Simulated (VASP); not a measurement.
# Al12HO in VASP: further runs, part 2 of 2

VASP 6.6.1. The steps go on from the part before.

## 3. Single point, PBE, collinear spin, ferromagnetic start

INCAR

```
SYSTEM = Al12HO
  PREC = Accurate
  ENCUT = 520
  EDIFF = 1E-6
  ISMEAR = 0
  SIGMA = 0.1
  LREAL = .FALSE.
  LASPH = .TRUE.
  NELM = 150
  ALGO = Normal
  ISIF = 2
  LWAVE = .FALSE.
  LCHARG = .TRUE.
  ISPIN = 2
  MAGMOM = 0 0 0 0 0 0 0 0 0 0 0 0 1 0
  LORBIT = 11
  LDIPOL = .TRUE.
  IDIPOL = 3
  DIPOL = 0.5 0.5 0.288
  GGA = PE
  LELF = .TRUE.
  LVHAR = .TRUE.
  LVACPOTAV = .TRUE.
  NBANDS = 38
```

KPOINTS

```
Automatic mesh
0
G
  5 5 1
  0 0 0
```

POSCAR

```
Al12HO
1.0
    5.7143028096      0.0000000000      0.0000000000
    0.0000000000      5.7143028096      0.0000000000
    0.0000000000      0.0000000000     22.1750227687
Al O H
12 1 1
Direct
    0.2500000000      0.2500000000      0.1803831293
    0.2500000000      0.7500000000      0.1803831293
    0.7500000000      0.2500000000      0.1803831293
    0.7500000000      0.7500000000      0.1803831293
    0.0000000000      0.0000000000      0.2744094920
    0.0000000000      0.5000000000      0.2744094920
    0.5000000000      0.0000000000      0.2744094920
    0.5000000000      0.5000000000      0.2744094920
    0.2500000000      0.2500000000      0.3686590473
    0.2500000000      0.7500000000      0.3686590473
    0.7500000000      0.2500000000      0.3686590473
    0.7500000000      0.7500000000      0.3686590473
    0.5000000000      0.5000000000      0.3560322283
    0.6071648556      0.6071648556      0.3785801195
```

Potentials or basis: VASP PAW PBE potentials, release 64 (Al, O, H).

The run is started by

```console
> cat potpaw_PBE.64/Al/POTCAR potpaw_PBE.64/O/POTCAR potpaw_PBE.64/H/POTCAR > POTCAR
> mpirun -np 1 vasp_std > vasp.out
```

OUTCAR:

```text
SYSTEM = Al12HO
   PREC = Accurate
   ENCUT = 520
   EDIFF = 1E-6
   ISMEAR = 0
   LREAL = .FALSE.
   LASPH = .TRUE.
   NELM = 150
   ISIF = 2
   ISPIN = 2
   LORBIT = 11
   GGA = PE

 ion  position               nearest neighbor table
   1  0.250  0.250  0.180-   2 2.86   3 2.86   2 2.86   3 2.86   7 2.90   8 2.90   5 2.90   6 2.90

   2  0.250  0.750  0.180-   1 2.86   4 2.86   1 2.86   4 2.86   7 2.90   8 2.90   5 2.90   6 2.90

   3  0.750  0.250  0.180-   1 2.86   4 2.86   4 2.86   1 2.86   7 2.90   8 2.90   5 2.90   6 2.90

   4  0.750  0.750  0.180-   2 2.86   3 2.86   3 2.86   2 2.86   7 2.90   8 2.90   5 2.90   6 2.90

   5  0.000  0.000  0.274-   6 2.86   7 2.86   6 2.86   7 2.86   1 2.90   2 2.90   3 2.90   4 2.90
                            11 2.91  12 2.91   9 2.91  10 2.91
   6  0.000  0.500  0.274-   5 2.86   8 2.86   5 2.86   8 2.86   1 2.90   2 2.90   3 2.90   4 2.90
                            11 2.91  12 2.91   9 2.91  10 2.91
   7  0.500  0.000  0.274-   5 2.86   8 2.86   8 2.86   5 2.86   1 2.90   2 2.90   3 2.90   4 2.90
                            11 2.91  12 2.91   9 2.91  10 2.91
   8  0.500  0.500  0.274-  13 1.81   7 2.86   6 2.86   7 2.86   6 2.86   2 2.90   3 2.90   4 2.90
                             1 2.90  12 2.91   9 2.91  10 2.91  11 2.91
   9  0.250  0.250  0.369-  13 2.04  11 2.86  10 2.86  10 2.86  11 2.86   6 2.91   7 2.91   8 2.91
                             5 2.91
  10  0.250  0.750  0.369-  13 2.04  12 2.86   9 2.86   9 2.86  12 2.86   6 2.91   7 2.91   8 2.91
                             5 2.91
  11  0.750  0.250  0.369-  13 2.04  12 2.86   9 2.86  12 2.86   9 2.86   6 2.91   7 2.91   8 2.91
                             5 2.91
  12  0.750  0.750  0.369-  14 1.18  13 2.04  10 2.86  11 2.86  11 2.86  10 2.86   7 2.91   8 2.91
                             5 2.91   6 2.91
  13  0.500  0.500  0.356-  14 1.00   8 1.81  10 2.04  11 2.04  12 2.04   9 2.04
  14  0.607  0.607  0.379-  13 1.00  12 1.18

  LATTYP: Found a simple tetragonal cell.
 ALAT       =     5.7143028096
 C/A-ratio  =     3.8806173750

  Lattice vectors:

 A1 = (   5.7143028096,   0.0000000000,   0.0000000000)
[... 870 lines left out ...]
  Total       12.7207552     12.7207552      5.8358950     10.4389290     -0.2997983     -0.2997983
  in kB       28.1470512     28.1470512     12.9130096     23.0980837     -0.6633599     -0.6633598
  external PRESSURE =      23.0690373 kB  Pullay stress =       0.0000000 kB

 VOLUME and BASIS-vectors are now :
 -----------------------------------------------------------------------------
  energy-cutoff  :      520.00
  volume of cell :      724.09
      direct lattice vectors                 reciprocal lattice vectors
     5.714302810  0.000000000  0.000000000     0.174999476  0.000000000  0.000000000
     0.000000000  5.714302810  0.000000000     0.000000000  0.174999476  0.000000000
     0.000000000  0.000000000 22.175022769     0.000000000  0.000000000  0.045095782

 POSITION                                       TOTAL-FORCE (eV/Angst)
 -----------------------------------------------------------------------------------
      1.42858      1.42858      4.00000        -0.023836     -0.023836      0.015247
      1.42858      4.28573      4.00000        -0.032395      0.014474      0.124177
      4.28573      1.42858      4.00000         0.014474     -0.032395      0.124177
      4.28573      4.28573      4.00000         0.028917      0.028917      0.083369
      0.00000      0.00000      6.08504        -0.047112     -0.047112     -0.175802
      0.00000      2.85715      6.08504         0.015199     -0.009523      0.100123
      2.85715      0.00000      6.08504        -0.009523      0.015199      0.100123
      2.85715      2.85715      6.08504        -0.047830     -0.047830     -2.685127
      1.42858      1.42858      8.17502        -1.258003     -1.258003      0.204161
      1.42858      4.28573      8.17502        -1.504197      1.393339      0.130361
      4.28573      1.42858      8.17502         1.393339     -1.504197      0.130361
      4.28573      4.28573      8.17502        12.174020     12.174020     -2.759014
      2.85715      2.85715      7.89502        -3.635320     -3.635320     -1.540391
      3.46952      3.46952      8.39502        -7.067731     -7.067731      6.148237
 -----------------------------------------------------------------------------------
    total drift:                               -0.000031     -0.000031     -0.000151

  FREE ENERGIE OF THE ION-ELECTRON SYSTEM (eV)
  ---------------------------------------------------
  free  energy   TOTEN  =       -44.9669155706 eV

  energy  without entropy=      -44.9326493877  energy(sigma->0) =      -44.94978248

 vacuum level on the upper side and lower side of the slab         3.642         3.556

 total charge

# of ion       s       p       d       tot
------------------------------------------
    1        0.474   0.286   0.000   0.760
    2        0.475   0.282   0.000   0.757
    3        0.475   0.282   0.000   0.757
    4        0.475   0.285   0.000   0.760
    5        0.437   0.328   0.000   0.765
    6        0.419   0.350   0.000   0.769
    7        0.419   0.350   0.000   0.769
    8        0.400   0.366   0.000   0.766
    9        0.486   0.274   0.000   0.760
   10        0.488   0.275   0.000   0.764
   11        0.488   0.275   0.000   0.764
   12        0.564   0.387   0.000   0.952
   13        1.630   3.624   0.000   5.253
   14        0.725   0.167   0.000   0.892
--------------------------------------------------
tot          7.957   7.532   0.000  15.489

 magnetization (x)

# of ion       s       p       d       tot
------------------------------------------
    1        0.000   0.000   0.000   0.000
    2       -0.000   0.000   0.000  -0.000
    3       -0.000   0.000   0.000  -0.000
    4        0.000   0.000   0.000   0.000
    5       -0.000  -0.000   0.000  -0.000
    6       -0.000   0.000   0.000   0.000
    7       -0.000   0.000   0.000   0.000
    8       -0.000   0.000   0.000  -0.000
    9        0.000   0.000   0.000   0.000
   10        0.000   0.000   0.000   0.000
   11        0.000   0.000   0.000   0.000
   12        0.000   0.000   0.000   0.000
   13        0.000  -0.000   0.000  -0.000
   14       -0.000  -0.000   0.000  -0.000
--------------------------------------------------
tot         -0.000   0.000   0.000   0.000
```

OSZICAR:

```text
N       E                     dE             d eps       ncg     rms          rms(c)
DAV:   1     0.214101887479E+03    0.21410E+03   -0.12853E+04  1368   0.789E+02
DAV:   2    -0.125274134930E+02   -0.22663E+03   -0.21577E+03  1952   0.158E+02
DAV:   3    -0.467860903986E+02   -0.34259E+02   -0.33053E+02  2026   0.561E+01
DAV:   4    -0.480789086379E+02   -0.12928E+01   -0.12851E+01  1792   0.126E+01
[... 22 lines left out ...]
DAV:  27    -0.449668926525E+02   -0.25573E-04   -0.85636E-07  1302   0.231E-03    0.783E-04
DAV:  28    -0.449669051754E+02   -0.12523E-04   -0.34143E-07  1298   0.150E-03    0.436E-04
DAV:  29    -0.449669129161E+02   -0.77406E-05   -0.40004E-07  1290   0.143E-03    0.351E-04
DAV:  30    -0.449669149147E+02   -0.19986E-05   -0.11276E-07  1228   0.937E-04    0.194E-04
DAV:  31    -0.449669155706E+02   -0.65596E-06   -0.46651E-08  1212   0.708E-04
   1 F= -.44966916E+02 E0= -.44949782E+02  d E =-.342662E-01  mag=    -0.0000
```

stdout:

```text
POSCAR found type information on POSCAR AlO H
 POSCAR found :  3 types and      14 ions
 scaLAPACK will be used
 LDA part: xc-table for (Slater+PW92), standard interpolation
 POSCAR, INCAR and KPOINTS ok, starting setup
 FFT: planning ... GRIDC
 FFT: planning ... GRID_SOFT
 FFT: planning ... GRID
 WAVECAR not read
 entering main loop
 -----------------------------------------------------------------------------
|                                                                             |
|           W    W    AA    RRRRR   N    N  II  N    N   GGGG   !!!           |
|           W    W   A  A   R    R  NN   N  II  NN   N  G    G  !!!           |
|           W    W  A    A  R    R  N N  N  II  N N  N  G       !!!           |
|           W WW W  AAAAAA  RRRRR   N  N N  II  N  N N  G  GGG   !            |
|           WW  WW  A    A  R   R   N   NN  II  N   NN  G    G                |
|           W    W  A    A  R    R  N    N  II  N    N   GGGG   !!!           |
|                                                                             |
|     Did not find any points to average over, which means that no vacuum     |
|     field-free region was found. Please increase the size of  your cell     |
|     in the dimension of the dipole correction to obtain accurate            |
|     workfunction values.                                                    |
|                                                                             |
 -----------------------------------------------------------------------------
```

Wall time 15 min (1 thread of Oxide Virtual Turin-like, shared host); peak memory 1 GiB.

What came out:

* Free energy: -44.9669 eV
* Largest force: 17.436 eV/Å
* Net moment: 0.00 μB per cell
* Valence electrons inside the program's atomic spheres: Al 0.76, 0.77, 0.95 (each value once); O 5.25; H 0.89

Forces on the atoms (eV/Å):
```
Al  -0.024 -0.024  0.015
Al  -0.032  0.014  0.124
Al   0.014 -0.032  0.124
Al   0.029  0.029  0.083
Al  -0.047 -0.047 -0.176
Al   0.015 -0.010  0.100
Al  -0.010  0.015  0.100
Al  -0.048 -0.048 -2.685
Al  -1.258 -1.258  0.204
Al  -1.504  1.393  0.130
Al   1.393 -1.504  0.130
Al  12.174 12.174 -2.759
O   -3.635 -3.635 -1.540
H   -7.068 -7.068  6.148
```

## 4. Single point, PBE, collinear spin, ferromagnetic start

INCAR

```
PREC = Accurate
ENCUT = 520
EDIFF = 1E-6
ISMEAR = 0
SIGMA = 0.1
LREAL = F
LASPH = T
NELM = 150
ALGO = Fast
ISIF = 2
LWAVE = F
LCHARG = T
ISPIN = 2
MAGMOM = 0 0 0 0 0 0 0 0 0 0 0 0 1 0
LORBIT = 11
LDIPOL = T
IDIPOL = 3
DIPOL = 0.5 0.5 0.297
GGA = PE
LELF = T
LVHAR = T
LVACPOTAV = T
NBANDS = 38
```

KPOINTS

```
regular mesh
0
Gamma
  5 5 1
```

Changes to POSCAR since step 3:

```diff
@@ -20,3 +20,3 @@
     0.7500000000      0.7500000000      0.3686590473
-    0.5000000000      0.5000000000      0.3560322283
-    0.6071648556      0.6071648556      0.3785801195
+    0.5000000000      0.5000000000      0.4160096188
+    0.5874997382      0.5874997382      0.4478971523
```

The run is started by

```console
> cat potpaw_PBE.64/Al/POTCAR potpaw_PBE.64/O/POTCAR potpaw_PBE.64/H/POTCAR > POTCAR
> mpirun -np 1 vasp_std > vasp.out
```

Run time: 16 min. Hardware: 1 thread of Oxide Virtual Turin-like, shared host; peak memory 1 GiB.

It converged, with:

| Item | Value |
| --- | --- |
| Free energy | -51.6038 eV |
| Largest force | 1.035 eV/Å |
| Net moment | 0.00 μB per cell |
| Valence electrons inside the program's atomic spheres | Al 0.76, 0.77, 0.74, 0.75 (each value once); O 5.07; H 0.69 |

Forces on the atoms (eV/Å):
```
Al   0.040  0.040  0.051
Al   0.004 -0.034  0.022
Al  -0.034  0.004  0.022
Al  -0.017 -0.017  0.005
Al  -0.011 -0.011 -0.203
Al  -0.046  0.034  0.106
Al   0.034 -0.046  0.106
Al   0.000  0.000 -0.152
Al  -0.478 -0.478 -0.154
Al  -0.233  0.200 -0.142
Al   0.200 -0.233 -0.142
Al   0.502  0.502 -0.689
O    0.609  0.609  0.572
H   -0.570 -0.570  0.596
```

Levels at points of the mesh, in eV from the Fermi level:
Spin up:
```
           k point  band 19  band 20  band 21  band 22  band 23  band 24  band 25  band 26
(0.00, 0.00, 0.00)    -0.80    -0.57    -0.53    -0.38    -0.22     0.21     0.32     0.62
```
Spin down:
```
           k point  band 18  band 19  band 20  band 21  band 22  band 23  band 24  band 25  band 26  band 27
(0.00, 0.00, 0.00)    -1.79    -0.80    -0.57    -0.53    -0.38    -0.22     0.21     0.32     0.62     1.21
```

## 5. Single point, PBE, collinear spin, ferromagnetic start

INCAR

```
SYSTEM = Al12HO
ALGO = Fast ; DIPOL = 0.5 0.5 0.291
EDIFF = 1E-6 ; ENCUT = 520
GGA = PE ; IDIPOL = 3
ISIF = 2 ; ISMEAR = 0
ISPIN = 2 ; LASPH = .True.
LCHARG = .False. ; LDIPOL = .True.
LORBIT = 11 ; LREAL = .False.
LWAVE = .False. ; MAGMOM = 0 0 0 0 0 0 0 0 0 0 0 0 1 0
NBANDS = 38 ; NELM = 150
PREC = Accurate ; SIGMA = 0.1
```

KPOINTS

```
k-points
0
Gamma
  5 5 1
  0 0 0
```

Changes to POSCAR since step 4:

```diff
@@ -20,3 +20,3 @@
     0.7500000000      0.7500000000      0.3686590473
-    0.5000000000      0.5000000000      0.4160096188
-    0.5874997382      0.5874997382      0.4478971523
+    0.5000000000      0.5000000000      0.3934617276
+    0.6237433165      0.6237433165      0.3934617276
```

The run is started by

```console
> cat potpaw_PBE.64/Al/POTCAR potpaw_PBE.64/O/POTCAR potpaw_PBE.64/H/POTCAR > POTCAR
> mpirun -np 1 vasp_std > vasp.out
```

Run time: 23 min. Hardware: 1 thread of Oxide Virtual Turin-like, shared host; peak memory 1 GiB.

It converged, with:

```
Free energy                                           : -46.0460 eV
Largest force                                         : 17.719 eV/Å
Net moment                                            : 0.00 μB per cell
Valence electrons inside the program's atomic spheres : Al 0.76, 0.77, 0.75, 0.74, 0.95 (each value once); O 5.12; H 0.89
```

Forces on the atoms (eV/Å):
```
Al  -0.059 -0.059 -0.040
Al  -0.109  0.069 -0.031
Al   0.069 -0.109 -0.031
Al   0.086  0.086 -0.026
Al  -0.018 -0.018 -0.276
Al   0.017  0.019  0.247
Al   0.019  0.017  0.247
Al  -0.011 -0.011 -0.739
Al  -0.941 -0.941 -0.402
Al  -0.843  0.606 -0.405
Al   0.606 -0.843 -0.405
Al  11.067 11.067 -8.308
O   -2.710 -2.710  1.783
H   -7.173 -7.173  8.386
```

Levels at points of the mesh, in eV from the Fermi level:
Spin up:
```csv
k point,band 20,band 21,band 22,band 23,band 24,band 25
"(0.00, 0.00, 0.00)",-0.67,-0.62,-0.33,-0.29,0.40,0.48
```
Spin down:
```csv
k point,band 18,band 19,band 20,band 21,band 22,band 23,band 24,band 25,band 26,band 27
"(0.00, 0.00, 0.00)",-1.70,-1.00,-0.67,-0.62,-0.33,-0.29,0.40,0.48,0.62,0.87
```

## 6. Overview

```tsv
cell	gap on the mesh (eV)	moment (μB)	largest force (eV/Å)
as given, atomic positions A	none	0.00	4.97
as given, atomic positions B	none	0.00	17.44
as given, atomic positions C	none	0.00	1.03
as given, atomic positions D	none	0.00	17.72
```

Alike in all rows: task single point; level PBE; potentials or basis VASP PAW PBE potentials, release 64 (Al, O, H); spin collinear, ferromagnetic start; k mesh 5 × 5 × 1; cutoff (eV) 520; smearing gaussian 0.1 eV.

Total energies depend on the potentials used, so only differences within one code and one set of settings carry meaning.
